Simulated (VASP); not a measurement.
Wanted: the native input for a VASP 6.6.1 run.

```yaml
Task: single point
Functional: PBE
Dispersion: D3(BJ)
Potentials_or_basis: VASP PAW PBE potentials, release 64 (S, Pt)
Cutoff: 520 eV
k_mesh: 9 × 9 × 1
Occupations: gaussian, width 0.05 eV
Spin: no spin polarisation
Dipole_correction: yes
Further_INCAR_settings: ALGO = Normal; EDIFF = 1e-06; NBANDS = 31
```

The structure of PtS2 lies in POSCAR:

```
PtS2
1.0
    3.5415278079      0.0000000000      0.0000000000
   -1.7707639039      3.0670530498      0.0000000000
    0.0000000000      0.0000000000     22.4670615492
S Pt
4 2
Direct
    0.6666666667      0.3333333333      0.2002932155
    0.3333333333      0.6666666667      0.3108341854
    1.0000000000      1.0000000000      0.4639472212
    0.6666666667      1.3333333333      0.5744881911
    0.0000000000      0.0000000000      0.2555637004
    0.3333333333      0.6666666667      0.5192177062
```

These files were run (other wordings do the same):

INCAR

```
SYSTEM = PtS2
PREC     = Accurate       ! precision mode
ENCUT    = 520            ! plane-wave cutoff, eV
EDIFF    = 1E-6           ! SCF threshold, eV
ISMEAR   = 0              ! smearing method
SIGMA    = 0.05           ! smearing width, eV
LREAL    = .False.        ! projectors in reciprocal space
LASPH    = .True.         ! aspherical terms in the spheres
NELM     = 80             ! most SCF steps
ALGO     = Normal         ! electronic algorithm
ISIF     = 2              ! what is computed and relaxed
LWAVE    = .False.        ! write WAVECAR
LCHARG   = .False.        ! write CHGCAR
LDIPOL   = .True.       
IDIPOL   = 3            
DIPOL    = 0.5 0.5 0.387
GGA      = PE             ! functional
IVDW     = 12             ! dispersion correction
NBANDS   = 31             ! bands
```

KPOINTS

```
regular mesh
0
Gamma
  9 9 1
  0 0 0
```

Potentials or basis: VASP PAW PBE potentials, release 64 (S, Pt).

Launch:

```console
$ cat potpaw_PBE.64/S/POTCAR potpaw_PBE.64/Pt/POTCAR > POTCAR
$ mpirun -np 1 vasp_std > vasp.out
```

It gave:

```
Largest force              : 0.068 eV/Å
Band gap on the k mesh     : 1.50 eV, indirect (least direct gap 1.62 eV)
Dispersion energy per atom : -0.315 eV
```

Caveat: spin-orbit coupling is left out, which moves the levels of the heavy elements.

Run time: 110 s on 1 thread of Intel Xeon 6975P-C, on a shared host, peak memory 0.38 GiB.
